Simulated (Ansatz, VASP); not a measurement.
CdCu3O4: VASP beside Ansatz

```
CELL_PARAMETERS angstrom
5.06970 0.00000 0.00000
0.00000 5.06970 0.00000
0.00000 0.00000 5.06970
ATOMIC_POSITIONS crystal
Cd 0.00000 0.00000 0.00000
Cu 0.50000 0.00000 0.00000
Cu 0.00000 0.50000 0.00000
Cu 0.00000 0.00000 0.50000
O 0.24172 0.24172 0.24172
O 0.24172 0.75828 0.75828
O 0.75828 0.75828 0.24172
O 0.75828 0.24172 0.75828
```

Alike in both runs: functional PBE; k mesh 4 × 4 × 4; occupations gaussian, width 0.1 eV; collinear spin.

Ansatz relaxed the structure, and its values are those at the end. VASP's run is a single point on that final structure, the one shown.

|  | VASP | Ansatz |
| --- | --- | --- |
| version | VASP 6.6.1 | Ansatz 0.2.0 |
| potentials or method | VASP PAW PBE potentials, release 64 (Cd_sv_GW, Cu_sv_GW, O), cutoff 820 eV | scalar-relativistic, plane waves, PAW |
| valence electrons in the cell | 101 | 101 |

|  | VASP | Ansatz | Ansatz less VASP |
| --- | --- | --- | --- |
| gap on the k mesh at the Fermi level (eV) | none | none | - |
| pressure (GPa) | -0.4 | 0.0 | +0.35 |
| rms of the force components (eV/Å) | 0.009 | 0.000 | -0.0092 |
| net moment per atom (μB) | 0.37 | 0.37 | 0.000 |
| size of the moment on the site where the two differ most (μB) | 0.34 | 0.37 | +0.030 |

Site moments also hang on the region over which each program counts them. A gap of «none» marks a metal or a gap that the smearing closes.
